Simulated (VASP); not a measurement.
Wanted: the native input for a VASP 6.6.1 run.

* Task: single point
* Functional: PBEsol
* Potentials or basis: VASP PAW PBE potentials, release 64 (Hf_pv)
* Cutoff: 520 eV
* k mesh: 18 × 18 × 10
* Occupations: gaussian, width 0.15 eV
* Spin: no spin polarisation
* Dipole correction: no
* Further INCAR settings: ALGO = Fast; EDIFF = 1e-06; NBANDS = 17

The structure of Hf lies in POSCAR:

```
Hf
1.0
    3.1602689342      0.0000000000      0.0000000000
   -1.5801344671      2.7368731798      0.0000000000
    0.0000000000      0.0000000000      4.9962244915
Hf
2
Direct
    0.3333333333      0.6666666667      0.2500000000
    0.6666666667      0.3333333333      0.7500000000
```

The input as run:

INCAR

```
PREC = Accurate
ENCUT = 520
EDIFF = 1E-6
ISMEAR = 0
SIGMA = 0.15
LREAL = False
LASPH = True
NELM = 80
ALGO = Fast
ISIF = 2
LWAVE = False
LCHARG = True
GGA = PS
LELF = True
LVHAR = True
NBANDS = 17
```

KPOINTS

```
Automatic mesh
0
Gamma
  18 18 10
```

Potentials or basis: VASP PAW PBE potentials, release 64 (Hf_pv).

Launch:

```console
$ cat potpaw_PBE.64/Hf_pv/POTCAR > POTCAR
$ mpirun -np 1 vasp_std > vasp.out
```

It gave:

```yaml
Pressure: -0.4 GPa
Band_gap_on_the_k_mesh: zero (band 10 reaches 6.17 eV, above the bottom of band 11 at 4.61 eV)
```

Caveat: the PAW data sets were made with another functional, which shifts forces and pressure a little; spin-orbit coupling is left out, which moves the levels of the heavy elements.

Wall time 76 s on 1 thread of Intel(R) Xeon(R) 6975P-C (Granite Rapids) (shared host), peak memory 0.25 GiB.
